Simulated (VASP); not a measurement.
# Si (Fd-3m) in VASP: a series of runs

Runs on Si. Level: revPBE. Tasks: single point.

Everything below comes from runs of VASP 6.6.1. Logs are shortened: lines on timing, memory, paths and dates and some standing lists are left out, and cuts for length are marked.

### Step 1. The cell of the first run

It takes space group Fd-3m (No. 227, cubic). Conventional cell: a = 5.495 Å, b = 5.495 Å, c = 5.495 Å, α = 90.00°, β = 90.00°, γ = 90.00°. Si (site symmetry -43m) has 4 Si at 2.38 Å within 3.1 Å.

### Step 2. Single point, revPBE

INCAR

```
SYSTEM = Si
PREC = Accurate
ENCUT = 520
EDIFF = 1E-6
ISMEAR = -1
SIGMA = 0.05
LREAL = .FALSE.
LASPH = .TRUE.
NELM = 100
ALGO = Normal
ISIF = 2
LWAVE = .FALSE.
LCHARG = .TRUE.
GGA = RE
LELF = .TRUE.
LVHAR = .TRUE.
NBANDS = 11
```

KPOINTS

```
regular mesh
0
G
  6 6 6
  0 0 0
```

POSCAR

```
Si
1.0
    0.0000000000      2.7475465020      2.7475465020
    2.7475465020      0.0000000000      2.7475465020
    2.7475465020      2.7475465020      0.0000000000
Si
2
Direct
    0.5000000000      0.5000000000      0.5000000000
    0.7500000000      0.7500000000      0.7500000000
```

Potentials or basis: VASP PAW PBE potentials, release 64 (Si).

The run is started by

```sh
$ cat potpaw_PBE.64/Si/POTCAR > POTCAR
$ mpirun -np 1 vasp_std > vasp.out
```

OUTCAR:

```text
SYSTEM = Si
   PREC = Accurate
   ENCUT = 520
   EDIFF = 1E-6
   ISMEAR = -1
   LREAL = .FALSE.
   LASPH = .TRUE.
   NELM = 100
   ISIF = 2
   GGA = RE

 ion  position               nearest neighbor table
   1  0.500  0.500  0.500-   2 2.38   2 2.38   2 2.38   2 2.38
   2  0.750  0.750  0.750-   1 2.38   1 2.38   1 2.38   1 2.38

  LATTYP: Found a face centered cubic cell.
 ALAT       =     5.4950930040

  Lattice vectors:

 A1 = (   0.0000000000,   2.7475465020,   2.7475465020)
 A2 = (   2.7475465020,   0.0000000000,   2.7475465020)
 A3 = (   2.7475465020,   2.7475465020,   0.0000000000)

Analysis of symmetry for initial positions (statically):
=====================================================================
 Subroutine PRICEL returns:
 Original cell was already a primitive cell.

 Routine SETGRP: Setting up the symmetry group for a
 face centered cubic supercell.

 Subroutine GETGRP returns: Found 48 space group operations
 (whereof 24 operations were pure point group operations)
 out of a pool of 48 trial point group operations.

The static configuration has the point symmetry T_d .
 The point group associated with its full space group is O_h .

Analysis of symmetry for dynamics (positions and initial velocities):
=====================================================================
 Subroutine PRICEL returns:
 Original cell was already a primitive cell.

 Routine SETGRP: Setting up the symmetry group for a
 face centered cubic supercell.

 Subroutine GETGRP returns: Found 48 space group operations
 (whereof 24 operations were pure point group operations)
 out of a pool of 48 trial point group operations.

The dynamic configuration has the point symmetry T_d .
 The point group associated with its full space group is O_h .

 Subroutine INISYM returns: Found 48 space group operations
 (whereof 24 operations are pure point group operations),
 and found     1 'primitive' translations

----------------------------------------------------------------------------------------

                                     Primitive cell

  volume of cell :      41.4825

  direct lattice vectors                    reciprocal lattice vectors
     0.000000000  2.747546502  2.747546502    -0.181980541  0.181980541  0.181980541
     2.747546502  0.000000000  2.747546502     0.181980541 -0.181980541  0.181980541
     2.747546502  2.747546502  0.000000000     0.181980541  0.181980541 -0.181980541

  length of vectors
     3.885617526  3.885617526  3.885617526     0.315199544  0.315199544  0.315199544

  position of ions in fractional coordinates (direct lattice)
     0.500000000  0.500000000  0.500000000
     0.750000000  0.750000000  0.750000000

  ion indices of the primitive-cell ions
   primitive index   ion index
                 1           1
                 2           2

----------------------------------------------------------------------------------------

 KPOINTS: regular mesh

Automatic generation of k-mesh.
 Grid dimensions read from file:
 generate k-points for:    6    6    6

 Generating k-lattice:

  Cartesian coordinates                     Fractional coordinates (reciprocal lattice)
    -0.030330090  0.030330090  0.030330090     0.166666667  0.000000000  0.000000000
     0.030330090 -0.030330090  0.030330090     0.000000000  0.166666667  0.000000000
     0.030330090  0.030330090 -0.030330090     0.000000000  0.000000000  0.166666667

  Length of vectors
     0.052533257  0.052533257  0.052533257

  Shift w.r.t. Gamma in fractional coordinates (k-lattice)
     0.000000000  0.000000000  0.000000000

 Subroutine IBZKPT returns following result:
 ===========================================

 Found     16 irreducible k-points:

 Following reciprocal coordinates:
            Coordinates               Weight
  0.000000  0.000000  0.000000      1.000000
  0.166667  0.000000  0.000000      8.000000
  0.333333  0.000000  0.000000      8.000000
  0.500000  0.000000  0.000000      4.000000
  0.166667  0.166667  0.000000      6.000000
  0.333333  0.166667  0.000000     24.000000
[... 8 lines left out ...]
 -0.333333  0.333333  0.166667     24.000000
 -0.333333  0.500000  0.166667     12.000000
   k-points           NKPTS =     16   k-points in BZ     NKDIM =     16   number of bands    NBANDS=     11
   number of dos      NEDOS =    301   number of ions     NIONS =      2
   total plane-waves  NPLWV =  27000
   dimension x,y,z NGX =    30 NGY =   30 NGZ =   30
   dimension x,y,z NGXF=    60 NGYF=   60 NGZF=   60
   ions per type =               2
   NGX,Y,Z   is equivalent  to a cutoff of  12.84, 12.84, 12.84 a.u.
   NGXF,Y,Z  is equivalent  to a cutoff of  25.67, 25.67, 25.67 a.u.
 SYSTEM =  Si
   PREC   = accura    normal or accurate (medium, high low for compatibility)
   ISTART =      0    job   : 0-new  1-cont  2-samecut
   ICHARG =      2    charge: 1-file 2-atom 10-const
   ISPIN  =      1    spin polarized calculation?
   LNONCOLLINEAR =      F non collinear calculations
   LSORBIT =      F    spin-orbit coupling
   LASPH  =      T    aspherical Exc in radial PAW
   ENCUT  =  520.0 eV  38.22 Ry    6.18 a.u.   7.22  7.22  7.22*2*pi/ulx,y,z
   NELM   =    100;   NELMIN=  2; NELMDL= -5     # of ELM steps
   EDIFF  = 0.1E-05   stopping-criterion for ELM
   LREAL  =      F    real-space projection
[... 7 lines left out ...]
   TEBEG  =    0.0;   TEEND  =   0.0 temperature during run
   PSTRESS=    0.0 pullay stress
   NELECT =       8.0000    total number of electrons
   NUPDOWN=      -1.0000    fix difference up-down
   EMIN   =  10.00;   EMAX   =-10.00  energy-range for DOS
   EFERMI =   0.00;   METHOD = LEGACY
   ISMEAR =    -1;   SIGMA  =   0.05  broadening in eV -4-tet -1-fermi 0-gaus
   EFERMI_NEDOS =   21; number of points for ismear=-14 and -15
   IALGO  =     38    algorithm
   IMIX   =      4    mixing-type and parameters
     AMIX     =   0.40;   BMIX     =  1.00
     AMIX_MAG =   1.60;   BMIX_MAG =  1.00
  volume/ion in A,a.u.               =      20.74       139.97
  Fermi-wavevector in a.u.,A,eV,Ry     =   0.945837  1.787373 12.171884  0.894608
  Thomas-Fermi vector in A             =   2.073777
   LORBIT       =      0    0 simple, 1 ext, 2 COOP (PROOUT), +10 PAW based schemes
   GGA     = RE    functional components
   LHFCALC =     F    Hartree Fock is set to
   AEXX    =    0.0000 exact exchange contribution
   IVDW    =     0    specifies the selected vdW correction
   LEPSILON=     F    determine dielectric tensor
   LRPA    =     F    only Hartree local field effects (RPA)
 non-spin polarized calculation
  energy-cutoff  :      520.00
  volume of cell :       41.48
 maximum number of plane-waves:      1139
 NGX is ok and might be reduce to    30
   NGX = 15   NGY = 15   NGZ = 15

 number of electron       8.0000001 magnetization

 Free energy of the ion-electron system (eV)
  ---------------------------------------------------
  ext. energy  EPLUGINS =         0.00000000
  ---------------------------------------------------
  free energy    TOTEN  =       -10.40923331 eV

  energy without entropy =      -10.40921893  energy(sigma->0) =      -10.40922612

 E-fermi :   5.9088     XC(G=0):  -9.1976

 val. band max:        5.5347652288   @ k =   0.0000   0.0000   0.0000
 cond. band min:       6.3505426202   @ k =   0.3333   0.3333   0.0000
 fundamental gap:      0.8157773914
 Fermi energy:         5.9088459588

 k-point     1 :       0.0000    0.0000    0.0000
  band No.  band energies     occupation
      1      -6.1666      2.00000
      2       5.5348      1.99887
      3       5.5348      1.99887
      4       5.5348      1.99887
      5       8.0856      0.00000
      6       8.0856      0.00000
      7       8.0856      0.00000
      8       8.5987      0.00000
      9      13.1906      0.00000
     10      13.1906      0.00000
     11      13.5137      0.00000

 k-point     2 :       0.1667    0.0000    0.0000
  band No.  band energies     occupation
      1      -5.8165      2.00000
      2       3.1942      2.00000
      3       5.1000      2.00000
      4       5.1000      2.00000
      5       7.8120      0.00000
      6       8.7134      0.00000
      7       8.7134      0.00000
      8      10.7586      0.00000
      9      12.5933      0.00000
     10      12.5933      0.00000
     11      14.6047      0.00000

 k-point     3 :       0.3333    0.0000    0.0000
  band No.  band energies     occupation
      1      -4.8355      2.00000
      2       0.3234      2.00000
      3       4.5633      2.00000
      4       4.5633      2.00000
      5       7.2287      0.00000
      6       9.0340      0.00000
      7       9.0340      0.00000
      8      13.3339      0.00000
      9      13.4518      0.00000
     10      13.4518      0.00000
     11      14.5311      0.00000

 k-point     4 :       0.5000    0.0000    0.0000
  band No.  band energies     occupation
      1      -3.9257      2.00000
      2      -1.2493      2.00000
      3       4.3687      2.00000
      4       4.3687      2.00000
      5       7.0052      0.00000
      6       8.8891      0.00000
      7       8.8891      0.00000
      8      13.3161      0.00000
      9      15.9559      0.00000
     10      15.9559      0.00000
     11      16.6979      0.00000

 k-point     5 :       0.1667    0.1667    0.0000
  band No.  band energies     occupation
      1      -5.6972      2.00000
      2       3.4844      2.00000
      3       4.3886      2.00000
      4       4.3886      2.00000
      5       7.2767      0.00000
      6       9.7241      0.00000
      7       9.8076      0.00000
      8       9.8076      0.00000
      9      12.0063      0.00000
     10      13.7153      0.00000
     11      15.2481      0.00000
[... 99 lines left out ...]
 k-point    13 :       0.5000    0.5000    0.0000
  band No.  band energies     occupation
      1      -2.1506      2.00000
      2      -2.1506      2.00000
      3       2.7798      2.00000
      4       2.7798      2.00000
      5       6.3542      0.00027
      6       6.3542      0.00027
      7      15.3830      0.00000
      8      15.3830      0.00000
      9      16.3715      0.00000
     10      16.3715      0.00000
     11      17.8761      0.00000

 k-point    14 :       0.5000    0.3333    0.1667
  band No.  band energies     occupation
      1      -3.9516      2.00000
      2      -0.0352      2.00000
      3       2.1085      2.00000
      4       3.3299      2.00000
      5       8.3979      0.00000
      6       9.2835      0.00000
      7       9.6954      0.00000
      8      12.4718      0.00000
      9      14.3792      0.00000
     10      15.2800      0.00000
     11      18.2653      0.00000

 k-point    15 :      -0.3333    0.3333    0.1667
  band No.  band energies     occupation
      1      -3.0089      2.00000
      2      -1.1884      2.00000
      3       1.6802      2.00000
      4       2.8864      2.00000
      5       8.9320      0.00000
      6       9.0492      0.00000
      7      11.5846      0.00000
      8      11.9392      0.00000
      9      12.9549      0.00000
     10      16.4440      0.00000
     11      17.2659      0.00000

 k-point    16 :      -0.3333    0.5000    0.1667
  band No.  band energies     occupation
      1      -2.0423      2.00000
      2      -2.0423      2.00000
      3       2.0408      2.00000
      4       2.0408      2.00000
      5       8.3169      0.00000
      6       8.3169      0.00000
      7      12.1896      0.00000
      8      12.1896      0.00000
      9      15.9055      0.00000
     10      15.9055      0.00000
     11      18.2302      0.00000

------------------------ aborting loop because EDIFF is reached ----------------------------------------

  FORCE on cell =-STRESS in cart. coord.  units (eV):
  Direction    XX          YY          ZZ          XY          YZ          ZX
  --------------------------------------------------------------------------------------
  -------------------------------------------------------------------------------------
  Total       -0.0481238     -0.0481238     -0.0481238      0.0000000      0.0000000      0.0000000
  in kB       -1.8586823     -1.8586823     -1.8586823      0.0000000      0.0000000      0.0000000
  external PRESSURE =      -1.8586823 kB  Pullay stress =       0.0000000 kB

 VOLUME and BASIS-vectors are now :
 -----------------------------------------------------------------------------
  energy-cutoff  :      520.00
  volume of cell :       41.48
      direct lattice vectors                 reciprocal lattice vectors
     0.000000000  2.747546502  2.747546502    -0.181980541  0.181980541  0.181980541
     2.747546502  0.000000000  2.747546502     0.181980541 -0.181980541  0.181980541
     2.747546502  2.747546502  0.000000000     0.181980541  0.181980541 -0.181980541

 POSITION                                       TOTAL-FORCE (eV/Angst)
 -----------------------------------------------------------------------------------
      2.74755      2.74755      2.74755         0.000000      0.000000      0.000000
      4.12132      4.12132      4.12132        -0.000000     -0.000000     -0.000000
 -----------------------------------------------------------------------------------
    total drift:                                0.000000     -0.000000     -0.000000

  FREE ENERGIE OF THE ION-ELECTRON SYSTEM (eV)
  ---------------------------------------------------
  free  energy   TOTEN  =       -10.4092333092 eV

  energy  without entropy=      -10.4092189262  energy(sigma->0) =      -10.40922612
```

Run time: 4.4 s. Hardware: 1 thread of Intel Xeon 6975P-C (Granite Rapids), shared host; peak memory 0.15 GiB.

What came out:

```
Free energy            : -10.4092 eV
Pressure               : -0.2 GPa
Band gap on the k mesh : 0.82 eV, indirect (least direct gap 2.55 eV)
```

Levels at points of the mesh, in eV from the valence-band top:
| k point | band 1 | band 2 | band 3 | band 4 | band 5 | band 6 | band 7 | band 8 |
| --- | --- | --- | --- | --- | --- | --- | --- | --- |
| (0.00, 0.00, 0.00) | -11.70 | 0.00 | 0.00 | 0.00 | 2.55 | 2.55 | 2.55 | 3.06 |
| (0.50, 0.00, 0.00) | -9.46 | -6.78 | -1.17 | -1.17 | 1.47 | 3.35 | 3.35 | 7.78 |
| (0.50, 0.50, 0.00) | -7.69 | -7.69 | -2.75 | -2.75 | 0.82 | 0.82 | 9.85 | 9.85 |

Caveat: the PAW data sets were made with another functional, which shifts forces and pressure a little. A k mesh can miss the band edges.

[end of part 1 of 2]
